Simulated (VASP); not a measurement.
Te2Mo:

```xyz
6
Lattice="3.5415 0.0000 0.0000 -1.7708 3.0670 0.0000 0.0000 0.0000 14.0661" Properties=species:S:1:pos:R:3 pbc="T T T"
Te    1.7708    1.0223    5.3311
Te    0.0000    2.0447   12.3641
Te    1.7708    1.0223    1.7020
Te    0.0000    2.0447    8.7351
Mo    1.7708    1.0223   10.5496
Mo    0.0000    2.0447    3.5165
```

Base run:

* Program: VASP 6.6.1
* Functional: r2SCAN
* Dispersion: D3(BJ)
* Potentials or basis: VASP PAW PBE potentials, release 64 (Te, Mo_sv)
* Cutoff: 520 eV
* k mesh: 9 × 9 × 2
* Occupations: fermi-dirac, width 0.05 eV
* Spin: no spin polarisation

Its results: band gap on the k mesh 0.89 eV, indirect (least direct gap 1.10 eV); pressure -1.3 GPa; largest force 0.314 eV/Å.

Problem. The run is repeated on the same cell with these changes: functional from r2SCAN to PBE; dispersion from D3(BJ) to none. What comes out?

Solution. Band gap on the k mesh 0.79 eV, indirect (least direct gap 1.01 eV); pressure 0.9 GPa; largest force 0.079 eV/Å.

Several settings changed at once, so the effect can't be laid on one alone.

Caveats: spin-orbit coupling is left out, which moves the levels of the heavy elements; the PAW data sets were made with another functional, which shifts forces and pressure a little (some runs); this functional lacks dispersion, which binds the layers, so the pressure and a relaxed spacing across them are unreliable (some runs).

A k mesh can miss the band edges.
